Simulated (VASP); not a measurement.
# HfC in VASP: single point with PBEsol

Aim: the single point of HfC with PBEsol.

All numbers are computed with VASP 6.6.1; they aren't measurements. Logs are shortened: lines on timing, memory, paths and dates and some standing lists are left out, and cuts for length are marked.

## Step 1: The cell of the first run

The typed cell holds 2 atoms: a = 3.273 Å, b = 3.273 Å, c = 3.263 Å, α = 59.88°, β = 59.88°, γ = 90.00°.

## Step 2: Single point, PBEsol

INCAR reads:

```
SYSTEM = HfC
PREC = Accurate
ENCUT = 520
EDIFF = 1E-6
ISMEAR = 0
SIGMA = 0.1
LREAL = .False.
LASPH = .True.
NELM = 100
ALGO = Normal
ISIF = 2
LWAVE = .False.
LCHARG = .False.
GGA = PS
NBANDS = 14
```

KPOINTS reads:

```
Automatic mesh
0
Gamma
  11 11 15
  0 0 0
```

POSCAR reads:

```
HfC
1.0
    3.2733713725     -0.0000000115      0.0002744711
   -0.0000000115      3.2733713725      0.0002744711
    1.6368777444      1.6368777444      2.2992513097
Hf C
1 1
Direct
    0.0000000000      0.0000000000      0.0000000000
    0.5000000000      0.5000000000      0.0000000000
```

Potentials or basis: VASP PAW PBE potentials, release 64 (Hf_pv, C).

The run is started by

```console
cat potpaw_PBE.64/Hf_pv/POTCAR potpaw_PBE.64/C/POTCAR > POTCAR
mpirun -np 1 vasp_std > vasp.out
```

OUTCAR:

```text
SYSTEM = HfC
   PREC = Accurate
   ENCUT = 520
   EDIFF = 1E-6
   ISMEAR = 0
   LREAL = .False.
   LASPH = .True.
   NELM = 100
   ISIF = 2
   GGA = PS

 ion  position               nearest neighbor table
   1  0.000  0.000  0.000-   2 2.30   2 2.30   2 2.31   2 2.31   2 2.31   2 2.31
   2  0.500  0.500  0.000-   1 2.30   1 2.30   1 2.31   1 2.31   1 2.31   1 2.31

  LATTYP: Found a base centered monoclinic cell.
 ALAT       =     4.5979537093
 B/A-ratio  =     1.0068057442
 C/A-ratio  =     0.7094330704
 COS(beta)  =    -0.7046201406

  Lattice vectors:

 A1 = (  -1.6364936281,   1.6368777559,   2.2989768386)
 A2 = (   1.6368777559,  -1.6364936281,   2.2989768386)
 A3 = (   1.6364936166,   1.6364936166,  -2.2987023675)

Analysis of symmetry for initial positions (statically):
=====================================================================
 Subroutine PRICEL returns:
 Original cell was already a primitive cell.

 Routine SETGRP: Setting up the symmetry group for a
 base centered monoclinic supercell.

 Subroutine GETGRP returns: Found  4 space group operations
 (whereof  4 operations were pure point group operations)
 out of a pool of  4 trial point group operations.

The static configuration has the point symmetry C_2h.

Analysis of symmetry for dynamics (positions and initial velocities):
=====================================================================
 Subroutine PRICEL returns:
 Original cell was already a primitive cell.

 Routine SETGRP: Setting up the symmetry group for a
 base centered monoclinic supercell.

 Subroutine GETGRP returns: Found  4 space group operations
 (whereof  4 operations were pure point group operations)
 out of a pool of  4 trial point group operations.

The dynamic configuration has the point symmetry C_2h.

 Subroutine INISYM returns: Found  4 space group operations
 (whereof  4 operations are pure point group operations),
 and found     1 'primitive' translations

----------------------------------------------------------------------------------------

                                     Primitive cell

  volume of cell :      24.6334

  direct lattice vectors                    reciprocal lattice vectors
     3.273371373 -0.000000012  0.000274471     0.305513670  0.000018240 -0.217513580
    -0.000000012  3.273371373  0.000274471     0.000018240  0.305513670 -0.217513580
     1.636877744  1.636877744  2.299251310    -0.000036473 -0.000036473  0.434976115

  length of vectors
     3.273371384  3.273371384  3.262712688     0.375034345  0.375034345  0.434976118

  position of ions in fractional coordinates (direct lattice)
     0.000000000  0.000000000  0.000000000
     0.500000000  0.500000000  0.000000000

  ion indices of the primitive-cell ions
   primitive index   ion index
                 1           1
                 2           2

----------------------------------------------------------------------------------------

 KPOINTS: Automatic mesh

Automatic generation of k-mesh.
 Grid dimensions read from file:
 generate k-points for:   11   11   15

 Generating k-lattice:

  Cartesian coordinates                     Fractional coordinates (reciprocal lattice)
     0.027773970  0.000001658 -0.019773962     0.090909091  0.000000000  0.000000000
     0.000001658  0.027773970 -0.019773962     0.000000000  0.090909091  0.000000000
    -0.000002432 -0.000002432  0.028998408     0.000000000  0.000000000  0.066666667

  Length of vectors
     0.034094031  0.034094031  0.028998408

  Shift w.r.t. Gamma in fractional coordinates (k-lattice)
     0.000000000  0.000000000  0.000000000

 Subroutine IBZKPT returns following result:
 ===========================================

 Found    498 irreducible k-points:

 Following reciprocal coordinates:
            Coordinates               Weight
  0.000000  0.000000  0.000000      1.000000
  0.090909  0.000000  0.000000      4.000000
  0.181818 -0.000000 -0.000000      4.000000
  0.272727 -0.000000  0.000000      4.000000
  0.363636  0.000000  0.000000      4.000000
  0.454545  0.000000  0.000000      4.000000
[... 16 lines left out ...]
 -0.272727  0.181818  0.000000      4.000000
 -0.181818  0.181818  0.000000      2.000000
 [... further k-points ...]
   k-points           NKPTS =    498   k-points in BZ     NKDIM =    498   number of bands    NBANDS=     14
   number of dos      NEDOS =    301   number of ions     NIONS =      2
   total plane-waves  NPLWV =  13824
   dimension x,y,z NGX =    24 NGY =   24 NGZ =   24
   dimension x,y,z NGXF=    48 NGYF=   48 NGZF=   48
   ions per type =               1   1
   NGX,Y,Z   is equivalent  to a cutoff of  12.19, 12.19, 12.23 a.u.
   NGXF,Y,Z  is equivalent  to a cutoff of  24.38, 24.38, 24.46 a.u.
 SYSTEM =  HfC
   PREC   = accura    normal or accurate (medium, high low for compatibility)
   ISTART =      0    job   : 0-new  1-cont  2-samecut
   ICHARG =      2    charge: 1-file 2-atom 10-const
   ISPIN  =      1    spin polarized calculation?
   LNONCOLLINEAR =      F non collinear calculations
   LSORBIT =      F    spin-orbit coupling
   LASPH  =      T    aspherical Exc in radial PAW
   ENCUT  =  520.0 eV  38.22 Ry    6.18 a.u.   6.09  6.09  6.07*2*pi/ulx,y,z
   NELM   =    100;   NELMIN=  2; NELMDL= -5     # of ELM steps
   EDIFF  = 0.1E-05   stopping-criterion for ELM
   LREAL  =      F    real-space projection
   EDIFFG = 0.1E-04   stopping-criterion for IOM
   NSW    =      0    number of steps for IOM
   IBRION =     -1    ionic relax: 0-MD 1-quasi-New 2-CG
   NFREE  =      0    steps in history (QN), initial steepest desc. (CG)
   ISIF   =      2    stress and relaxation
   ISYM   =      2    0-nonsym 1-usesym 2-fastsym
   POTIM  = 0.5000    time-step for ionic-motion
   TEBEG  =    0.0;   TEEND  =   0.0 temperature during run
   PSTRESS=    0.0 pullay stress
   NELECT =      14.0000    total number of electrons
   NUPDOWN=      -1.0000    fix difference up-down
   EMIN   =  10.00;   EMAX   =-10.00  energy-range for DOS
   EFERMI =   0.00;   METHOD = LEGACY
   ISMEAR =     0;   SIGMA  =   0.10  broadening in eV -4-tet -1-fermi 0-gaus
   EFERMI_NEDOS =   21; number of points for ismear=-14 and -15
   IALGO  =     38    algorithm
   IMIX   =      4    mixing-type and parameters
     AMIX     =   0.40;   BMIX     =  1.00
     AMIX_MAG =   1.60;   BMIX_MAG =  1.00
  volume/ion in A,a.u.               =      12.32        83.12
  Fermi-wavevector in a.u.,A,eV,Ry     =   1.356050  2.562563 25.019377  1.838872
  Thomas-Fermi vector in A             =   2.483086
   LORBIT       =      0    0 simple, 1 ext, 2 COOP (PROOUT), +10 PAW based schemes
   GGA     = PS    functional components
   LHFCALC =     F    Hartree Fock is set to
   AEXX    =    0.0000 exact exchange contribution
   IVDW    =     0    specifies the selected vdW correction
   LEPSILON=     F    determine dielectric tensor
   LRPA    =     F    only Hartree local field effects (RPA)
 non-spin polarized calculation
 Gauss-broadening in eV      SIGMA  =   0.10
  energy-cutoff  :      520.00
  volume of cell :       24.63
 maximum number of plane-waves:       676
   NGX = 13   NGY = 13   NGZ = 13

 number of electron      14.0000002 magnetization

 Free energy of the ion-electron system (eV)
  ---------------------------------------------------
  ext. energy  EPLUGINS =         0.00000000
  ---------------------------------------------------
  free energy    TOTEN  =       -22.19364751 eV

  energy without entropy =      -22.19212573  energy(sigma->0) =      -22.19288662

 E-fermi :   5.9895     XC(G=0): -12.5202

 val. band max:        5.9645490573   @ k =   0.0909   0.0000   0.0667
 cond. band min:       6.0032903172   @ k =   0.3636   0.2727   0.3333
 fundamental gap:      0.0387412599
 Fermi energy:         5.9895048467

 k-point     1 :       0.0000    0.0000    0.0000
  band No.  band energies     occupation
      1     -23.4433      2.00000
      2     -23.4431      2.00000
      3     -23.4366      2.00000
      4      -6.4291      2.00000
      5       6.9882      0.00000
      6       6.9886      0.00000
      7       7.0245      0.00000
      8       7.2869      0.00000
      9       7.2871      0.00000
     10       7.3620      0.00000
     11       9.3422      0.00000
     12       9.4291      0.00000
     13      13.0391      0.00000
     14      16.9664      0.00000

 k-point     2 :       0.0909    0.0000    0.0000
  band No.  band energies     occupation
      1     -23.5041      2.00000
      2     -23.4495      2.00000
      3     -23.4442      2.00000
      4      -6.2135      2.00000
      5       5.7391      1.99960
      6       6.0748      0.22793
      7       6.1099      0.08859
      8       7.6706      0.00000
      9       7.7022      0.00000
     10       8.0689      0.00000
     11      10.3156      0.00000
     12      10.4059      0.00000
     13      13.4956      0.00000
     14      17.5634      0.00000

 k-point     3 :       0.1818   -0.0000   -0.0000
  band No.  band energies     occupation
      1     -23.6687      2.00000
      2     -23.4663      2.00000
      3     -23.4595      2.00000
      4      -5.6040      2.00000
      5       4.1096      2.00000
      6       4.9015      2.00000
      7       4.9310      2.00000
      8       8.3199      0.00000
      9       8.3393      0.00000
     10       8.5838      0.00000
     11      12.1244      0.00000
     12      12.2262      0.00000
     13      14.5155      0.00000
     14      19.0547      0.00000

 k-point     4 :       0.2727   -0.0000    0.0000
  band No.  band energies     occupation
      1     -23.8763      2.00000
      2     -23.4882      2.00000
      3     -23.4792      2.00000
      4      -4.6999      2.00000
      5       2.4966      2.00000
      6       3.9402      2.00000
      7       3.9621      2.00000
      8       9.1441      0.00000
      9       9.2784      0.00000
     10       9.2801      0.00000
     11      14.0948      0.00000
     12      14.2091      0.00000
     13      15.3090      0.00000
     14      19.8290      0.00000

 k-point     5 :       0.3636    0.0000    0.0000
  band No.  band energies     occupation
      1     -24.0597      2.00000
      2     -23.5081      2.00000
      3     -23.4971      2.00000
      4      -3.6424      2.00000
      5       1.0313      2.00000
      6       3.2763      2.00000
      7       3.2924      2.00000
      8      10.0329      0.00000
      9      10.3705      0.00000
     10      10.3963      0.00000
     11      14.7729      0.00000
[... 276 lines left out ...]
 k-point    22 :      -0.3636    0.1818   -0.0000
  band No.  band energies     occupation
      1     -23.9351      2.00000
      2     -23.5774      2.00000
      3     -23.5648      2.00000
      4      -4.2140      2.00000
      5       1.7705      2.00000
      6       3.7379      2.00000
      7       4.4932      2.00000
      8       7.2333      0.00000
      9      11.1031      0.00000
     10      11.4827      0.00000
     11      12.9881      0.00000
     12      14.4217      0.00000
     13      17.5890      0.00000
     14      19.6482      0.00000

 k-point    23 :      -0.2727    0.1818    0.0000
  band No.  band energies     occupation
      1     -23.7821      2.00000
      2     -23.5449      2.00000
      3     -23.5403      2.00000
      4      -4.9072      2.00000
      5       2.4528      2.00000
      6       4.6796      2.00000
      7       5.2312      2.00000
      8       6.4908      0.00000
      9      10.2429      0.00000
     10      10.8298      0.00000
     11      11.4872      0.00000
     12      13.2456      0.00000
     13      17.1450      0.00000
     14      19.8610      0.00000

 k-point    24 :      -0.1818    0.1818    0.0000
  band No.  band energies     occupation
      1     -23.6524      2.00000
      2     -23.5154      2.00000
      3     -23.5119      2.00000
      4      -5.4385      2.00000
      5       3.2201      2.00000
      6       5.6778      1.99999
      7       5.6927      1.99997
      8       6.0316      0.55189
      9       9.8994      0.00000
     10      10.1381      0.00000
     11      10.1786      0.00000
     12      12.3097      0.00000
     13      16.0023      0.00000
     14      19.7416      0.00000

 [... further k-points ...]

------------------------ aborting loop because EDIFF is reached ----------------------------------------

  FORCE on cell =-STRESS in cart. coord.  units (eV):
  Direction    XX          YY          ZZ          XY          YZ          ZX
  --------------------------------------------------------------------------------------
  -------------------------------------------------------------------------------------
  Total       -0.4825026     -0.4825026     -0.0495975     -0.0057980      0.0001037      0.0001037
  in kB      -31.3823251    -31.3823251     -3.2258577     -0.3771036      0.0067470      0.0067458
  external PRESSURE =     -21.9968360 kB  Pullay stress =       0.0000000 kB

 VOLUME and BASIS-vectors are now :
 -----------------------------------------------------------------------------
  energy-cutoff  :      520.00
  volume of cell :       24.63
      direct lattice vectors                 reciprocal lattice vectors
     3.273371373 -0.000000012  0.000274471     0.305513670  0.000018240 -0.217513580
    -0.000000012  3.273371373  0.000274471     0.000018240  0.305513670 -0.217513580
     1.636877744  1.636877744  2.299251310    -0.000036473 -0.000036473  0.434976115

 POSITION                                       TOTAL-FORCE (eV/Angst)
 -----------------------------------------------------------------------------------
      0.00000      0.00000      0.00000        -0.000000      0.000000      0.000000
      1.63669      1.63669      0.00027         0.000000     -0.000000      0.000000
 -----------------------------------------------------------------------------------
    total drift:                               -0.000000     -0.000000     -0.000000

  FREE ENERGIE OF THE ION-ELECTRON SYSTEM (eV)
  ---------------------------------------------------
  free  energy   TOTEN  =       -22.1936475059 eV

  energy  without entropy=      -22.1921257338  energy(sigma->0) =      -22.19288662
```

It took 2 min on 1 thread of AMD EPYC 7R43 (Zen 3), shared host; peak memory 0.25 GiB.

What came out:

- Free energy: -22.1936 eV
- Pressure: -2.2 GPa
- Band gap on the k mesh: zero (band 7 reaches 7.02 eV, above the bottom of band 8 at 5.50 eV)

Levels at points of the mesh, in eV from the Fermi level:
| k point | band 5 | band 6 | band 7 | band 8 | band 9 | band 10 |
| --- | --- | --- | --- | --- | --- | --- |
| (0.00, 0.00, 0.00) | 1.00 | 1.00 | 1.03 | 1.30 | 1.30 | 1.37 |

Caveat: the PAW data sets were made with another functional, which shifts forces and pressure a little; spin-orbit coupling is left out, which moves the levels of the heavy elements.
